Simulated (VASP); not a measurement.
# SiNi (Pmmn) in VASP: a series of runs

Aim: see how the results for SiNi move with the level of theory and the settings. Levels: PBE, PBEsol. Tasks: relaxation of cell and atoms.

Program: VASP 6.6.1. These are calculated values, not measurements. Logs are shortened: lines on timing, memory, paths and dates and some standing lists are left out, and cuts for length are marked.

**1. The cell of the first run**

It takes space group Pmmn (No. 59, orthorhombic). The conventional cell has a = 2.943 Å, b = 3.280 Å, c = 4.677 Å, α = 90.00°, β = 90.00°, γ = 90.00°. Within 3.1 Å of Ni (site symmetry mm2) lie 6 Si at 2.34 to 2.37 Å and 6 Ni at 2.65 to 2.94 Å. Within 3.1 Å of Si (site symmetry mm2) lie 6 Ni at 2.34 to 2.37 Å and 6 Si at 2.65 to 2.94 Å.

**2. Relaxation of cell and atoms, PBE, collinear spin, ferromagnetic start**

INCAR

```
PREC = Accurate
ENCUT = 600
EDIFF = 1E-6
ISMEAR = -1
SIGMA = 0.05
LREAL = False
LASPH = True
NELM = 150
ALGO = Normal
ISIF = 3
LWAVE = False
LCHARG = False
ISPIN = 2
MAGMOM = 1 1 0 0
LORBIT = 11
LMAXMIX = 4
GGA = PE
IBRION = 2
NSW = 60
EDIFFG = -0.01
```

KPOINTS

```
regular mesh
0
Gamma
  9 8 6
```

POSCAR

```
SiNi
1.0
    2.9427706600      0.0000000000      0.0000000000
    0.0000000000      3.2803255400      0.0000000000
    0.0000000000      0.0000000000      4.6774467600
Ni Si
2 2
Direct
    0.5000000000      0.5000000000      0.3424955900
    0.0000000000      0.0000000000      0.6575044100
    0.5000000000      0.5000000000      0.8431431600
    0.0000000000      0.0000000000      0.1568568400
```

Potentials or basis: VASP PAW PBE potentials, release 64 (Ni, Si).

Command:

```console
cat potpaw_PBE.64/Ni/POTCAR potpaw_PBE.64/Si/POTCAR > POTCAR
mpirun -np 1 vasp_std > vasp.out
```

OUTCAR:

```text
PREC = Accurate
   ENCUT = 600
   EDIFF = 1E-6
   ISMEAR = -1
   LREAL = False
   LASPH = True
   NELM = 150
   ISIF = 3
   ISPIN = 2
   LORBIT = 11
   GGA = PE
   IBRION = 2
   NSW = 60
   EDIFFG = -0.01

 ion  position               nearest neighbor table
   1  0.500  0.500  0.342-   3 2.34   3 2.34   4 2.37   4 2.37   4 2.37   4 2.37   2 2.65   2 2.65
                             2 2.65   2 2.65
   2  0.000  0.000  0.658-   4 2.34   4 2.34   3 2.37   3 2.37   3 2.37   3 2.37   1 2.65   1 2.65
                             1 2.65   1 2.65
   3  0.500  0.500  0.843-   1 2.34   1 2.34   2 2.37   2 2.37   2 2.37   2 2.37   4 2.65   4 2.65
                             4 2.65   4 2.65
   4  0.000  0.000  0.157-   2 2.34   2 2.34   1 2.37   1 2.37   1 2.37   1 2.37   3 2.65   3 2.65
                             3 2.65   3 2.65

  LATTYP: Found a simple orthorhombic cell.
 ALAT       =     2.9427706600
 B/A-ratio  =     1.1147064855
 C/A-ratio  =     1.5894703667

  Lattice vectors:

 A1 = (   2.9427706600,   0.0000000000,   0.0000000000)
 A2 = (   0.0000000000,   3.2803255400,   0.0000000000)
 A3 = (   0.0000000000,   0.0000000000,   4.6774467600)

Analysis of symmetry for initial positions (statically):
=====================================================================
 Subroutine PRICEL returns:
 Original cell was already a primitive cell.

 Routine SETGRP: Setting up the symmetry group for a
 simple orthorhombic supercell.

 Subroutine GETGRP returns: Found  8 space group operations
 (whereof  4 operations were pure point group operations)
 out of a pool of  8 trial point group operations.

The static configuration has the point symmetry C_2v.
 The point group associated with its full space group is D_2h.

Analysis of symmetry for dynamics (positions and initial velocities):
=====================================================================
 Subroutine PRICEL returns:
 Original cell was already a primitive cell.

 Routine SETGRP: Setting up the symmetry group for a
 simple orthorhombic supercell.

 Subroutine GETGRP returns: Found  8 space group operations
 (whereof  4 operations were pure point group operations)
 out of a pool of  8 trial point group operations.

The dynamic configuration has the point symmetry C_2v.
 The point group associated with its full space group is D_2h.

Analysis of structural, dynamic, and magnetic symmetry:
=====================================================================
 Subroutine PRICEL returns:
 Original cell was already a primitive cell.

 Routine SETGRP: Setting up the symmetry group for a
 simple orthorhombic supercell.

[... 138 lines left out ...]
   LEPSILON=     F    determine dielectric tensor
   LRPA    =     F    only Hartree local field effects (RPA)
 conjugate gradient relaxation of ions
 spin polarized calculation
  energy-cutoff  :      600.00
  volume of cell :       45.15
 maximum number of plane-waves:      1531
 NGX is ok and might be reduce to    24
   NGX = 11   NGY = 13   NGZ = 19

--------------------------------------- Ionic step        1  -------------------------------------------

 number of electron      27.9999999 magnetization      -0.0000494

 number of electron      27.9999999 magnetization       0.0000194

 Free energy of the ion-electron system (eV)
  ---------------------------------------------------
  ext. energy  EPLUGINS =         0.00000000
  ---------------------------------------------------
  free energy    TOTEN  =       -23.58751523 eV

  energy without entropy =      -23.57929376  energy(sigma->0) =      -23.58340449

------------------------ aborting loop because EDIFF is reached ----------------------------------------

  FORCE on cell =-STRESS in cart. coord.  units (eV):
  Direction    XX          YY          ZZ          XY          YZ          ZX
  --------------------------------------------------------------------------------------
  -------------------------------------------------------------------------------------
  Total        1.8248586      1.9648082      1.8480544      0.0000000      0.0000000      0.0000000
  in kB       64.7526571     69.7185806     65.5757265      0.0000000      0.0000000      0.0000000
  external PRESSURE =      66.6823214 kB  Pullay stress =       0.0000000 kB
[... 99 lines left out ...]
  FREE ENERGIE OF THE ION-ELECTRON SYSTEM (eV)
  ---------------------------------------------------
  free  energy   TOTEN  =       -23.6191139119 eV

  energy  without entropy=      -23.6105132305  energy(sigma->0) =      -23.61481357

[... ionic steps 4 to 7 ...]

--------------------------------------- Ionic step        8  -------------------------------------------

 number of electron      27.9999991 magnetization       0.0000001

 number of electron      27.9999991 magnetization      -0.0000002
[... 77 lines left out ...]
 number of electron      27.9999990 magnetization       0.0000002

 number of electron      27.9999990 magnetization      -0.0000001

 Free energy of the ion-electron system (eV)
  ---------------------------------------------------
  ext. energy  EPLUGINS =         0.00000000
  ---------------------------------------------------
  free energy    TOTEN  =       -23.62080719 eV

  energy without entropy =      -23.61242300  energy(sigma->0) =      -23.61661510

 E-fermi :  11.2070     XC(G=0): -12.4306

 val. band max:       11.1637023956   @ k =   0.4444   0.3750   0.5000
 cond. band min:      11.2122631826   @ k =   0.1111   0.0000   0.0000
 fundamental gap:      0.0485607870
 Fermi energy:        11.2069595320

 spin component 1

 k-point     1 :       0.0000    0.0000    0.0000
  band No.  band energies     occupation
      1      -2.6013      1.00000
      2       3.1093      1.00000
      3       4.7933      1.00000
      4       7.1217      1.00000
      5       7.5636      1.00000
      6       8.3261      1.00000
[... 517 lines left out ...]
     18      12.9597      0.00000
     19      16.1625      0.00000

 [... further k-points ...]

 spin component 2

 k-point     1 :       0.0000    0.0000    0.0000
  band No.  band energies     occupation
      1      -2.6013      1.00000
      2       3.1093      1.00000
      3       4.7933      1.00000
      4       7.1217      1.00000
      5       7.5636      1.00000
      6       8.3261      1.00000
[... 550 lines left out ...]
  FREE ENERGIE OF THE ION-ELECTRON SYSTEM (eV)
  ---------------------------------------------------
  free  energy   TOTEN  =       -23.6208071937 eV

  energy  without entropy=      -23.6124230029  energy(sigma->0) =      -23.61661510

 reached required accuracy - stopping structural energy minimisation

 total charge

# of ion       s       p       d       tot
------------------------------------------
    1        0.470   0.589   8.459   9.518
    2        0.470   0.589   8.459   9.518
    3        0.750   0.849   0.000   1.598
    4        0.750   0.849   0.000   1.598
--------------------------------------------------
tot          2.440   2.875  16.917  22.232

 magnetization (x)

# of ion       s       p       d       tot
------------------------------------------
    1        0.000   0.000   0.000   0.000
    2        0.000   0.000   0.000   0.000
    3       -0.000  -0.000   0.000  -0.000
    4       -0.000  -0.000   0.000  -0.000
--------------------------------------------------
tot          0.000  -0.000   0.000   0.000
```

CONTCAR:

```text
SiNi
   1.00000000000000
     2.9877561364081173    0.0000000000000000    0.0000000000000000
     0.0000000000000000    3.3255784341526358    0.0000000000000000
     0.0000000000000000    0.0000000000000000    4.7085130034079290
  Ni              Si
     2     2
Direct
     0.5000000000000000    0.5000000000000000    0.3422404236199837
     0.0000000000000000    0.0000000000000000    0.6577595763800164
     0.5000000000000000    0.5000000000000000    0.8425831025509990
     0.0000000000000000    0.0000000000000000    0.1574168974490011

  0.00000000E+00  0.00000000E+00  0.00000000E+00
  0.00000000E+00  0.00000000E+00  0.00000000E+00
  0.00000000E+00  0.00000000E+00  0.00000000E+00
  0.00000000E+00  0.00000000E+00  0.00000000E+00
```

It took 22 min on 1 thread of Oxide Virtual Turin-like, shared host; peak memory 0.27 GiB.

Results:

```
Free energy                                           : -23.6208 eV
Relaxed volume                                        : 11.70 Å³/atom
Relaxed cell                                          : a = 2.988 Å, b = 3.326 Å, c = 4.709 Å, α = 90.00°, β = 90.00°, γ = 90.00°
Space group after relaxing (to 0.1 Å)                 : Pmmn (No. 59)
Energy gained by relaxing                             : 8.3 meV/atom
Ionic steps                                           : 10
Pressure after relaxing                               : 0.0 GPa
Band gap on the k mesh                                : zero (filled and empty bands overlap)
Net moment                                            : 0.00 μB per cell
Valence electrons inside the program's atomic spheres : Ni 9.52; Si 1.60
```

Step by step:
| step | energy change (eV) | largest force (eV/Å) | pressure (GPa) | volume (Å³) |
| --- | --- | --- | --- | --- |
| 1 | 0.0000 | 0.0634 | 6.67 | 45.15 |
| 2 | -0.0026 | 0.1499 | -5.59 | 48.29 |
| 3 | -0.0316 | 0.0493 | 0.54 | 46.71 |
| 4 | -0.0314 | 0.0600 | -0.48 | 46.84 |
| 5 | -0.0315 | 0.0560 | -0.28 | 46.78 |
| 6 | -0.0316 | 0.0536 | -0.14 | 46.75 |
| 7 | -0.0331 | 0.0225 | -0.14 | 46.82 |
| 8 | -0.0332 | 0.0164 | -0.08 | 46.84 |
| 9 | -0.0332 | 0.0157 | -0.12 | 46.84 |
| 10 | -0.0333 | 0.0000 | 0.03 | 46.78 |

Final structure:
```yaml
crystal:
  lattice:
    - [2.98776, 0.00000, 0.00000]
    - [0.00000, 3.32558, 0.00000]
    - [0.00000, 0.00000, 4.70851]
  atoms:
    - { symbol: Ni, position: [0.50000, 0.50000, 0.34224] }
    - { symbol: Ni, position: [0.00000, 0.00000, 0.65776] }
    - { symbol: Si, position: [0.50000, 0.50000, 0.84258] }
    - { symbol: Si, position: [0.00000, 0.00000, 0.15742] }
```

**3. Relaxation of cell and atoms, PBEsol, collinear spin, ferromagnetic start, target pressure 10 GPa, at which the enthalpy is minimised**

INCAR

```
SYSTEM = SiNi
PREC = Accurate
ENCUT = 600
EDIFF = 1E-6
ISMEAR = -1
SIGMA = 0.05
LREAL = .FALSE.
LASPH = .TRUE.
NELM = 150
ALGO = Normal
ISIF = 3
LWAVE = .FALSE.
LCHARG = .FALSE.
ISPIN = 2
MAGMOM = 1 1 0 0
LORBIT = 11
LMAXMIX = 4
GGA = PS
IBRION = 2
NSW = 80
EDIFFG = -0.02
PSTRESS = 100.0
```

KPOINTS

```
Automatic mesh
0
G
  9 8 6
  0 0 0
```

POSCAR is that of step 2.

Potentials or basis: VASP PAW PBE potentials, release 64 (Ni, Si).

Command:

```console
cat potpaw_PBE.64/Ni/POTCAR potpaw_PBE.64/Si/POTCAR > POTCAR
mpirun -np 1 vasp_std > vasp.out
```

OUTCAR:

```text
SYSTEM = SiNi
   PREC = Accurate
   ENCUT = 600
   EDIFF = 1E-6
   ISMEAR = -1
   LREAL = .FALSE.
   LASPH = .TRUE.
   NELM = 150
   ISIF = 3
   ISPIN = 2
   LORBIT = 11
   GGA = PS
   IBRION = 2
   NSW = 80
   EDIFFG = -0.02
   PSTRESS = 100.0

 ion  position               nearest neighbor table
   1  0.500  0.500  0.342-   3 2.34   3 2.34   4 2.37   4 2.37   4 2.37   4 2.37   2 2.65   2 2.65
                             2 2.65   2 2.65
   2  0.000  0.000  0.658-   4 2.34   4 2.34   3 2.37   3 2.37   3 2.37   3 2.37   1 2.65   1 2.65
                             1 2.65   1 2.65
   3  0.500  0.500  0.843-   1 2.34   1 2.34   2 2.37   2 2.37   2 2.37   2 2.37   4 2.65   4 2.65
                             4 2.65   4 2.65
   4  0.000  0.000  0.157-   2 2.34   2 2.34   1 2.37   1 2.37   1 2.37   1 2.37   3 2.65   3 2.65
                             3 2.65   3 2.65

  LATTYP: Found a simple orthorhombic cell.
 ALAT       =     2.9427706600
 B/A-ratio  =     1.1147064855
 C/A-ratio  =     1.5894703667

  Lattice vectors:

 A1 = (   2.9427706600,   0.0000000000,   0.0000000000)
 A2 = (   0.0000000000,   3.2803255400,   0.0000000000)
 A3 = (   0.0000000000,   0.0000000000,   4.6774467600)

Analysis of symmetry for initial positions (statically):
=====================================================================
 Subroutine PRICEL returns:
 Original cell was already a primitive cell.

 Routine SETGRP: Setting up the symmetry group for a
 simple orthorhombic supercell.

 Subroutine GETGRP returns: Found  8 space group operations
 (whereof  4 operations were pure point group operations)
 out of a pool of  8 trial point group operations.

The static configuration has the point symmetry C_2v.
[... 395 lines left out ...]
 number of electron      28.0000006 magnetization       0.0000001

 number of electron      28.0000006 magnetization      -0.0000000

 Free energy of the ion-electron system (eV)
  ---------------------------------------------------
  ext. energy  EPLUGINS =         0.00000000
  ---------------------------------------------------
  free energy    TOTEN  =       -25.90511582 eV

  energy without entropy =      -25.89709299  energy(sigma->0) =      -25.90110440

 E-fermi :  12.3843     XC(G=0): -12.9573

 val. band max:       12.3342623200   @ k =   0.2222   0.2500   0.0000
 cond. band min:      12.3881387825   @ k =   0.4444   0.2500   0.5000
 fundamental gap:      0.0538764624
 Fermi energy:        12.3843003976

 spin component 1

 k-point     1 :       0.0000    0.0000    0.0000
  band No.  band energies     occupation
      1      -2.2188      1.00000
      2       3.7817      1.00000
      3       5.3542      1.00000
      4       7.7561      1.00000
      5       8.3023      1.00000
      6       9.2518      1.00000
[... 517 lines left out ...]
     18      14.1966      0.00000
     19      17.6500      0.00000

 [... further k-points ...]

 spin component 2

 k-point     1 :       0.0000    0.0000    0.0000
  band No.  band energies     occupation
      1      -2.2188      1.00000
      2       3.7817      1.00000
      3       5.3542      1.00000
      4       7.7561      1.00000
      5       8.3023      1.00000
      6       9.2518      1.00000
[... 554 lines left out ...]
  energy  without entropy=      -25.8970929864  energy(sigma->0) =      -25.90110440

  enthalpy is  TOTEN    =       -23.2149553871 eV   P V=        2.6901604330

 reached required accuracy - stopping structural energy minimisation

 total charge

# of ion       s       p       d       tot
------------------------------------------
    1        0.508   0.682   8.513   9.703
    2        0.508   0.682   8.513   9.703
    3        0.746   0.899   0.000   1.645
    4        0.746   0.899   0.000   1.645
--------------------------------------------------
tot          2.509   3.163  17.025  22.697

 magnetization (x)

# of ion       s       p       d       tot
------------------------------------------
    1       -0.000  -0.000  -0.000  -0.000
    2       -0.000  -0.000  -0.000  -0.000
    3        0.000  -0.000   0.000   0.000
    4        0.000  -0.000   0.000   0.000
--------------------------------------------------
tot          0.000  -0.000  -0.000  -0.000
```

OSZICAR:

```text
N       E                     dE             d eps       ncg     rms          rms(c)
DAV:   1     0.150016998433E+03    0.15002E+03   -0.13987E+04  7600   0.195E+03
DAV:   2    -0.211358108811E+02   -0.17115E+03   -0.16512E+03  7609   0.333E+02
[... 85 lines left out ...]
DAV:   1    -0.259061859404E+02    0.21597E-02   -0.24725E-02  8427   0.184E+00    0.283E-01
DAV:   2    -0.259064430707E+02   -0.25713E-03   -0.12668E-02  8837   0.220E+00    0.278E-01
DAV:   3    -0.259052135854E+02    0.12295E-02   -0.50651E-03  8622   0.144E+00    0.822E-02
DAV:   4    -0.259051210804E+02    0.92505E-04   -0.31162E-04 10220   0.204E-01    0.197E-02
DAV:   5    -0.259051159055E+02    0.51749E-05   -0.31548E-05 10062   0.918E-02    0.734E-03
DAV:   6    -0.259051158201E+02    0.85444E-07   -0.33221E-06  7038   0.206E-02
  10 F= -.23214955E+02 E0= -.23210944E+02  d E =-.117900E-03  mag=    -0.0000
```

CONTCAR:

```text
SiNi
   1.00000000000000
     2.8736372926813813    0.0000000000000000    0.0000000000000000
     0.0000000000000000    3.2478740681657623    0.0000000000000000
     0.0000000000000000    0.0000000000000000    4.6180393623550771
  Ni              Si
     2     2
Direct
     0.5000000000000000    0.5000000000000000    0.3450968847476822
     0.0000000000000000    0.0000000000000000    0.6549031152523180
     0.5000000000000000    0.5000000000000000    0.8436547096865298
     0.0000000000000000    0.0000000000000000    0.1563452903134701

  0.00000000E+00  0.00000000E+00  0.00000000E+00
  0.00000000E+00  0.00000000E+00  0.00000000E+00
  0.00000000E+00  0.00000000E+00  0.00000000E+00
  0.00000000E+00  0.00000000E+00  0.00000000E+00
```

Wall time 22 min (1 thread of Oxide Virtual Turin-like, shared host); peak memory 0.28 GiB.

What came out:

* Free energy: -25.9051 eV
* Relaxed volume: 10.78 Å³/atom
* Relaxed cell: a = 2.874 Å, b = 3.248 Å, c = 4.618 Å, α = 90.00°, β = 90.00°, γ = 90.00°
* Space group after relaxing (to 0.1 Å): Pmmn (No. 59)
* Energy change on relaxing (the run minimises the enthalpy): +16.1 meV/atom
* Ionic steps: 10
* Pressure after relaxing: 10.1 GPa
* Largest force after relaxing: 0.014 eV/Å
* Band gap on the k mesh: zero (filled and empty bands overlap)
* Net moment: 0.00 μB per cell
* Valence electrons inside the program's atomic spheres: Ni 9.70; Si 1.65

Forces on the atoms (eV/Å):
```
Ni   0.000  0.000 -0.003
Ni   0.000  0.000  0.003
Si   0.000  0.000 -0.014
Si   0.000  0.000  0.014
```

The path:
```csv
step,energy change (eV),largest force (eV/Å),pressure (GPa),volume (Å³)
1,0.0000,0.0936,0.37,45.15
2,0.3229,0.3128,25.71,40.86
3,0.0564,0.1718,9.83,43.30
4,0.0586,0.1732,9.98,43.26
5,0.0608,0.0391,10.09,43.17
6,0.0620,0.0409,9.99,43.15
7,0.0622,0.0409,10.03,43.15
8,0.0616,0.0029,9.95,43.15
9,0.0613,0.0395,9.88,43.15
10,0.0646,0.0138,10.09,43.10
```

Final structure:
```xyz
4
Lattice="2.8736 0.0000 0.0000 0.0000 3.2479 0.0000 0.0000 0.0000 4.6180" Properties=species:S:1:pos:R:3 pbc="T T T"
Ni    1.4368    1.6239    1.5937
Ni    0.0000    0.0000    3.0244
Si    1.4368    1.6239    3.8960
Si    0.0000    0.0000    0.7220
```

Caveat: the cell is relaxed towards a set pressure, so the run minimises the enthalpy, not the energy; the PAW data sets were made with another functional, which shifts forces and pressure a little.
